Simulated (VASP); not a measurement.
Write the native input for VASP 6.6.1 that does the following.

| Item | Value |
| --- | --- |
| Task | relaxation of the atoms |
| Functional | PBE |
| Potentials or basis | VASP PAW PBE potentials, release 64 (W_sv, C) |
| Cutoff | 520 eV |
| k mesh | 5 × 5 × 5 |
| Occupations | gaussian, width 0.1 eV |
| Spin | no spin polarisation |
| Dipole correction | no |
| Further INCAR settings | LREAL = Auto; ALGO = Normal; EDIFF = 1e-06; IBRION = 2; EDIFFG = -0.025; NSW = 65 |

The structure of W7C8 (a cell with a defect) lies in POSCAR:

```
W7C8
1.0
    0.0000000000      0.0000000000      5.6942504921
    2.9217348262     -5.0605931653      0.0000000000
    2.9217348263      5.0605931652      0.0000000000
W C
7 8
Direct
    0.5000000000      0.0000000000      0.0000000000
    0.0000000000      0.5000000000      0.0000000000
    0.5000000000      0.5000000000      0.0000000000
    0.0000000000      0.0000000000      0.5000000000
    0.5000000000      0.0000000000      0.5000000000
    0.0000000000      0.5000000000      0.5000000000
    0.5000000000      0.5000000000      0.5000000000
    0.2500000000      0.6666666667      0.3333333333
    0.7500000000      0.6666666667      0.3333333333
    0.2500000000      0.1666666667      0.3333333333
    0.7500000000      0.1666666667      0.3333333333
    0.2500000000      0.6666666667      0.8333333333
    0.7500000000      0.6666666667      0.8333333333
    0.2500000000      0.1666666667      0.8333333333
    0.7500000000      0.1666666667      0.8333333333
```

This cell differs from its parent crystal: atoms taken out.

One way to write it, as run:

INCAR

```
PREC = Accurate
ENCUT = 520
EDIFF = 1E-6
ISMEAR = 0
SIGMA = 0.1
LREAL = Auto
LASPH = True
NELM = 60
ALGO = Normal
ISIF = 2
LWAVE = False
LCHARG = False
GGA = PE
IBRION = 2
NSW = 65
EDIFFG = -0.025
```

KPOINTS

```
Automatic mesh
0
Gamma
  5 5 5
```

Potentials or basis: VASP PAW PBE potentials, release 64 (W_sv, C).

Command:

```bash
$ cat potpaw_PBE.64/W_sv/POTCAR potpaw_PBE.64/C/POTCAR > POTCAR
$ mpirun -np 1 vasp_std > vasp.out
```

Results of the run:

| Property | Result |
| --- | --- |
| Energy gained by relaxing | 40.0 meV/atom |
| Ionic steps | 7 |
| Pressure after relaxing | -3.1 GPa |
| Largest force after relaxing | 0.011 eV/Å |
| Band gap on the k mesh | zero (bands 65 and 66 overlap by 0.95 eV) |

Caveat: the cell differs from its parent crystal (atoms taken out); spin-orbit coupling is left out, which moves the levels of the heavy elements.

Wall time 14 min on 1 thread of Intel(R) Xeon(R) 6975P-C (Granite Rapids), with other jobs on the host, peak memory 0.37 GiB.
